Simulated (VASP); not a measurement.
# Ti9S in VASP: a series of runs

Ti9S is run at these levels: PBE; tasks: relaxation of the atoms, single point.

Everything below comes from runs of VASP 6.6.1. Logs are shortened: lines on timing, memory, paths and dates and some standing lists are left out, and cuts for length are marked.

## 1. The cell of the first run

The cell holds a slab with vacuum, 10 atoms: a = 2.832 Å, b = 7.932 Å, c = 19.927 Å, α = 90.00°, β = 90.00°, γ = 90.00°.

## 2. Relaxation of the atoms, PBE

Input file INCAR:

```
SYSTEM = Ti9S
ALGO     = Normal         ! electronic algorithm
DIPOL    = 0.5 0.5 0.331
EDIFF    = 1E-7           ! SCF threshold, eV
EDIFFG   = -0.025         ! ionic threshold
ENCUT    = 520            ! plane-wave cutoff, eV
GGA      = PE             ! functional
IBRION   = 2              ! ionic algorithm
IDIPOL   = 3            
ISIF     = 2              ! what is computed and relaxed
ISMEAR   = 0              ! smearing method
KPAR     = 4            
LASPH    = .True.         ! aspherical terms in the spheres
LCHARG   = .False.        ! write CHGCAR
LDIPOL   = .True.       
LREAL    = .False.        ! projectors in reciprocal space
LWAVE    = .False.        ! write WAVECAR
NELM     = 100            ! most SCF steps
NSW      = 36             ! ionic steps
PREC     = Accurate       ! precision mode
SIGMA    = 0.1            ! smearing width, eV
```

Input file KPOINTS:

```
k-points
0
Gamma
  9 4 1
  0 0 0
```

Input file POSCAR:

```
Ti9S
1.0
    2.8319727881      0.0000000000      0.0000000000
    0.0000000000      7.9316622551      0.0000000000
    0.0000000000      0.0000000000     19.9268841162
Ti S
9 1
Selective dynamics
Direct
    0.0000000000      0.5000000000      0.2007338416  F F F
    0.5000000000      0.1666666667      0.2007338416  F F F
    0.5000000000      0.8333333333      0.2007338416  F F F
    0.0000000000      0.0000000000      0.3122110455  F F F
    0.5000000000      0.6684928875      0.3108725352  F F F
    0.5000000000      0.3315071125      0.3108725352  F F F
    0.0000000000      0.5000000000      0.4177589340  F F F
    0.5000000000      0.1666364294      0.4228902054  F F F
    0.5000000000      0.8333635706      0.4228902054  F F F
    1.0000000000      0.3333030960      0.5109155605  F F T
```

Potentials or basis: VASP PAW PBE potentials, release 64 (Ti_sv, S).

The run is started by

```sh
$ cat potpaw_PBE.64/Ti_sv/POTCAR potpaw_PBE.64/S/POTCAR > POTCAR
$ mpirun -np 4 vasp_std > vasp.out
```

OUTCAR:

```text
SYSTEM = Ti9S
   EDIFF = 1E-7
   EDIFFG = -0.025
   ENCUT = 520
   GGA = PE
   IBRION = 2
   ISIF = 2
   ISMEAR = 0
   LASPH = .True.
   LREAL = .False.
   NELM = 100
   NSW = 36
   PREC = Accurate

 ion  position               nearest neighbor table
   1  0.000  0.500  0.201-
   2  0.500  0.167  0.201-   6 2.55   3 2.64
   3  0.500  0.833  0.201-   5 2.55   2 2.64
   4  0.000  0.000  0.312-
   5  0.500  0.668  0.311-   3 2.55   9 2.59   6 2.67   7 2.89   7 2.89
   6  0.500  0.332  0.311-   2 2.55   8 2.59   5 2.67   7 2.89   7 2.89
   7  0.000  0.500  0.418-  10 2.28   6 2.89   5 2.89   5 2.89   6 2.89
   8  0.500  0.167  0.423-   6 2.59  10 2.61  10 2.61   9 2.64
   9  0.500  0.833  0.423-   5 2.59   8 2.64
  10  0.000  0.333  0.511-   7 2.28   8 2.61   8 2.61

  LATTYP: Found a simple orthorhombic cell.
 ALAT       =     2.8319727881
 B/A-ratio  =     2.8007551091
 C/A-ratio  =     7.0363967479

  Lattice vectors:

 A1 = (   2.8319727881,   0.0000000000,   0.0000000000)
 A2 = (   0.0000000000,   7.9316622551,   0.0000000000)
 A3 = (   0.0000000000,   0.0000000000,  19.9268841162)

Analysis of symmetry for initial positions (statically):
=====================================================================
 Subroutine PRICEL returns:
 Original cell was already a primitive cell.

 Routine SETGRP: Setting up the symmetry group for a
 simple orthorhombic supercell.

 Subroutine GETGRP returns: Found  2 space group operations
 (whereof  2 operations were pure point group operations)
 out of a pool of  8 trial point group operations.

The static configuration has the point symmetry C_1h.

Analysis of symmetry for dynamics (positions and initial velocities):
=====================================================================
 Subroutine PRICEL returns:
 Original cell was already a primitive cell.

 Routine SETGRP: Setting up the symmetry group for a
 simple orthorhombic supercell.

 Subroutine GETGRP returns: Found  2 space group operations
 (whereof  2 operations were pure point group operations)
 out of a pool of  8 trial point group operations.

The dynamic configuration has the point symmetry C_1h.

Analysis of constrained symmetry for selective dynamics:
=====================================================================
 Subroutine PRICEL returns:
 Original cell was already a primitive cell.

 Routine SETGRP: Setting up the symmetry group for a
 simple orthorhombic supercell.

 Subroutine GETGRP returns: Found  2 space group operations
 (whereof  2 operations were pure point group operations)
 out of a pool of  8 trial point group operations.

The constrained configuration has the point symmetry C_1h.

 Subroutine INISYM returns: Found  2 space group operations
 (whereof  2 operations are pure point group operations),
 and found     1 'primitive' translations

----------------------------------------------------------------------------------------

                                     Primitive cell

  volume of cell :     447.6027

  direct lattice vectors                    reciprocal lattice vectors
     2.831972788  0.000000000  0.000000000     0.353110738  0.000000000  0.000000000
     0.000000000  7.931662255  0.000000000     0.000000000  0.126076977  0.000000000
     0.000000000  0.000000000 19.926884116     0.000000000  0.000000000  0.050183460

  length of vectors
     2.831972788  7.931662255 19.926884116     0.353110738  0.126076977  0.050183460

  position of ions in fractional coordinates (direct lattice)
     0.000000000  0.500000000  0.200733842
     0.500000000  0.166666667  0.200733842
     0.500000000  0.833333333  0.200733842
     0.000000000  0.000000000  0.312211045
     0.500000000  0.668492888  0.310872535
     0.500000000  0.331507112  0.310872535
     0.000000000  0.500000000  0.417758934
     0.500000000  0.166636429  0.422890205
     0.500000000  0.833363571  0.422890205
     0.000000000  0.333303096  0.510915561

  ion indices of the primitive-cell ions
   primitive index   ion index
                 1           1
                 2           2
                 3           3
                 4           4
                 5           5
                 6           6
                 7           7
                 8           8
                 9           9
                10          10

----------------------------------------------------------------------------------------

 KPOINTS: k-points

Automatic generation of k-mesh.
 Grid dimensions read from file:
 generate k-points for:    9    4    1

 Generating k-lattice:

  Cartesian coordinates                     Fractional coordinates (reciprocal lattice)
     0.039234526  0.000000000  0.000000000     0.111111111  0.000000000  0.000000000
     0.000000000  0.031519244  0.000000000     0.000000000  0.250000000  0.000000000
     0.000000000  0.000000000  0.050183460     0.000000000  0.000000000  1.000000000

  Length of vectors
     0.039234526  0.031519244  0.050183460

  Shift w.r.t. Gamma in fractional coordinates (k-lattice)
     0.000000000  0.000000000  0.000000000

 Subroutine IBZKPT returns following result:
 ===========================================

 Found     15 irreducible k-points:

 Following reciprocal coordinates:
            Coordinates               Weight
  0.000000  0.000000  0.000000      1.000000
  0.111111  0.000000  0.000000      2.000000
  0.222222  0.000000  0.000000      2.000000
  0.333333  0.000000  0.000000      2.000000
  0.444444  0.000000  0.000000      2.000000
  0.000000  0.250000  0.000000      2.000000
  0.111111  0.250000  0.000000      4.000000
  0.222222  0.250000  0.000000      4.000000
  0.333333  0.250000  0.000000      4.000000
  0.444444  0.250000  0.000000      4.000000
  0.000000  0.500000  0.000000      1.000000
  0.111111  0.500000  0.000000      2.000000
  0.222222  0.500000  0.000000      2.000000
  0.333333  0.500000  0.000000      2.000000
  0.444444  0.500000  0.000000      2.000000
   k-points           NKPTS =     15   k-points in BZ     NKDIM =     15   number of bands    NBANDS=     68
   number of dos      NEDOS =    301   number of ions     NIONS =     10
   total plane-waves  NPLWV = 216000
   dimension x,y,z NGX =    24 NGY =   60 NGZ =  150
   dimension x,y,z NGXF=    48 NGYF=  120 NGZF=  300
   ions per type =               9   1
   NGX,Y,Z   is equivalent  to a cutoff of  14.09, 12.58, 12.51 a.u.
   NGXF,Y,Z  is equivalent  to a cutoff of  28.18, 25.15, 25.03 a.u.
 SYSTEM =  Ti9S
   PREC   = accura    normal or accurate (medium, high low for compatibility)
   ISTART =      0    job   : 0-new  1-cont  2-samecut
   ICHARG =      2    charge: 1-file 2-atom 10-const
   ISPIN  =      1    spin polarized calculation?
   LNONCOLLINEAR =      F non collinear calculations
   LSORBIT =      F    spin-orbit coupling
   LASPH  =      T    aspherical Exc in radial PAW
   ENCUT  =  520.0 eV  38.22 Ry    6.18 a.u.   5.27 14.75 37.05*2*pi/ulx,y,z
   NELM   =    100;   NELMIN=  2; NELMDL= -5     # of ELM steps
   EDIFF  = 0.1E-06   stopping-criterion for ELM
   LREAL  =      F    real-space projection
   EDIFFG = -.3E-01   stopping-criterion for IOM
   NSW    =     36    number of steps for IOM
   IBRION =      2    ionic relax: 0-MD 1-quasi-New 2-CG
   NFREE  =      1    steps in history (QN), initial steepest desc. (CG)
   ISIF   =      2    stress and relaxation
   ISYM   =      2    0-nonsym 1-usesym 2-fastsym
   POTIM  = 0.5000    time-step for ionic-motion
   TEBEG  =    0.0;   TEEND  =   0.0 temperature during run
   PSTRESS=    0.0 pullay stress
   NELECT =     114.0000    total number of electrons
   NUPDOWN=      -1.0000    fix difference up-down
   EMIN   =  10.00;   EMAX   =-10.00  energy-range for DOS
   EFERMI =   0.00;   METHOD = LEGACY
   ISMEAR =     0;   SIGMA  =   0.10  broadening in eV -4-tet -1-fermi 0-gaus
   EFERMI_NEDOS =   21; number of points for ismear=-14 and -15
   IALGO  =     38    algorithm
   IMIX   =      4    mixing-type and parameters
     AMIX     =   0.40;   BMIX     =  1.00
     AMIX_MAG =   1.60;   BMIX_MAG =  1.00
  volume/ion in A,a.u.               =      44.76       302.06
  Fermi-wavevector in a.u.,A,eV,Ry     =   1.037717  1.961001 14.651520  1.076856
  Thomas-Fermi vector in A             =   2.172168
   LORBIT       =      0    0 simple, 1 ext, 2 COOP (PROOUT), +10 PAW based schemes
   GGA     = PE    functional components
   LHFCALC =     F    Hartree Fock is set to
   AEXX    =    0.0000 exact exchange contribution
   IVDW    =     0    specifies the selected vdW correction
   LEPSILON=     F    determine dielectric tensor
   LRPA    =     F    only Hartree local field effects (RPA)
 conjugate gradient relaxation of ions
 non-spin polarized calculation
 Gauss-broadening in eV      SIGMA  =   0.10
  energy-cutoff  :      520.00
  volume of cell :      447.60
 maximum number of plane-waves:     12087
 NGX is ok and might be reduce to    24
   NGX = 11   NGY = 29   NGZ = 75

 dipolmoment           0.000000      0.000000     -0.052013 electrons x Angstroem

--------------------------------------- Ionic step        1  -------------------------------------------

 number of electron     113.9999965 magnetization

 Free energy of the ion-electron system (eV)
  ---------------------------------------------------
  ext. energy  EPLUGINS =         0.00000000
  ---------------------------------------------------
  free energy    TOTEN  =       -71.41005531 eV

  energy without entropy =      -71.33017270  energy(sigma->0) =      -71.37011400

------------------------ aborting loop because EDIFF is reached ----------------------------------------

  FORCE on cell =-STRESS in cart. coord.  units (eV):
  Direction    XX          YY          ZZ          XY          YZ          ZX
  --------------------------------------------------------------------------------------
  -------------------------------------------------------------------------------------
  Total       -1.9483704      0.3044055      0.0587564      0.0000000     -1.1760727      0.0000000
  in kB       -6.9741200      1.0896084      0.2103164      0.0000000     -4.2097090      0.0000000
  external PRESSURE =      -1.8913984 kB  Pullay stress =       0.0000000 kB
[... 73 lines left out ...]
  energy  without entropy=      -71.3340632647  energy(sigma->0) =      -71.37392939

--------------------------------------- Ionic step        3  -------------------------------------------

 number of electron     113.9999965 magnetization

 dipolmoment           0.000000      0.000000      0.054187 electrons x Angstroem

 Free energy of the ion-electron system (eV)
  ---------------------------------------------------
  ext. energy  EPLUGINS =         0.00000000
  ---------------------------------------------------
  free energy    TOTEN  =       -71.41504220 eV

  energy without entropy =      -71.33543403  energy(sigma->0) =      -71.37523812

 E-fermi :   0.4500     XC(G=0):  -5.2711

 val. band max:        0.4360502949   @ k =   0.3333   0.5000   0.0000
 cond. band min:       0.4643610193   @ k =   0.2222   0.0000   0.0000
 fundamental gap:      0.0283107244
 Fermi energy:         0.4499623818

 k-point     1 :       0.0000    0.0000    0.0000
  band No.  band energies     occupation
      1     -56.5642      2.00000
      2     -56.3950      2.00000
      3     -56.3033      2.00000
      4     -56.2582      2.00000
      5     -56.2411      2.00000
      6     -56.1930      2.00000
[... 1054 lines left out ...]
     67       1.7645      0.00000
     68       1.8136      0.00000

------------------------ aborting loop because EDIFF is reached ----------------------------------------

 vacuum level on the upper side and lower side of the slab       (xc-potential included)         0.085        -0.357

  FORCE on cell =-STRESS in cart. coord.  units (eV):
  Direction    XX          YY          ZZ          XY          YZ          ZX
  --------------------------------------------------------------------------------------
  -------------------------------------------------------------------------------------
  Total       -1.7389083      0.6305129      0.6371187      0.0000000     -1.3742045      0.0000000
  in kB       -6.2243582      2.2568976      2.2805428      0.0000000     -4.9189142      0.0000000
  external PRESSURE =      -0.5623059 kB  Pullay stress =       0.0000000 kB

 VOLUME and BASIS-vectors are now :
 -----------------------------------------------------------------------------
  energy-cutoff  :      520.00
  volume of cell :      447.60
      direct lattice vectors                 reciprocal lattice vectors
     2.831972788  0.000000000  0.000000000     0.353110738  0.000000000  0.000000000
     0.000000000  7.931662255  0.000000000     0.000000000  0.126076977  0.000000000
     0.000000000  0.000000000 19.926884116     0.000000000  0.000000000  0.050183460
[... 16 lines left out ...]
  FREE ENERGIE OF THE ION-ELECTRON SYSTEM (eV)
  ---------------------------------------------------
  free  energy   TOTEN  =       -71.4150422000 eV

  energy  without entropy=      -71.3354340312  energy(sigma->0) =      -71.37523812

 reached required accuracy - stopping structural energy minimisation

 vacuum level on the upper side and lower side of the slab         5.122         4.662
```

Run time: 8.1 min. Hardware: 4 MPI ranks of Intel Xeon 6975P-C (Granite Rapids), shared host; peak memory 0.76 GiB.

What came out:

| Property | Result |
| --- | --- |
| Free energy | -71.4150 eV |
| Energy gained by relaxing | 0.5 meV/atom |
| Ionic steps | 3 |
| Band gap on the k mesh | zero (bands 57 and 58 overlap by 0.34 eV) |

Step by step:
```tsv
step	energy change (eV)	largest force on free atoms (eV/Å)	pressure (GPa)
1	0.0000	0.3199	-0.19
2	-0.0037	0.1627	-0.12
3	-0.0050	0.0037	-0.06
```

Final structure:
```
Ti S
1.0
     2.83197    0.00000    0.00000
     0.00000    7.93166    0.00000
     0.00000    0.00000   19.92688
Ti S
9 1
Direct
  0.00000 0.50000 0.20073
  0.50000 0.16667 0.20073
  0.50000 0.83333 0.20073
  0.00000 0.00000 0.31221
  0.50000 0.66849 0.31087
  0.50000 0.33151 0.31087
  0.00000 0.50000 0.41776
  0.50000 0.16664 0.42289
  0.50000 0.83336 0.42289
  0.00000 0.33330 0.50940
```

Levels at points of the mesh, in eV from the Fermi level:
```
           k point  band 53  band 54  band 55  band 56  band 57  band 58  band 59  band 60  band 61  band 62
(0.00, 0.00, 0.00)    -0.35    -0.25    -0.20    -0.18    -0.09    -0.03     0.12     0.20     0.28     0.38
(0.00, 0.50, 0.00)    -0.39    -0.33    -0.20    -0.14     0.19     0.25     0.25     0.28     0.40     0.49
```

(Continued in part 2 of 2.)

The gap in the log of VASP goes by the Fermi energy; the results here count the filled bands.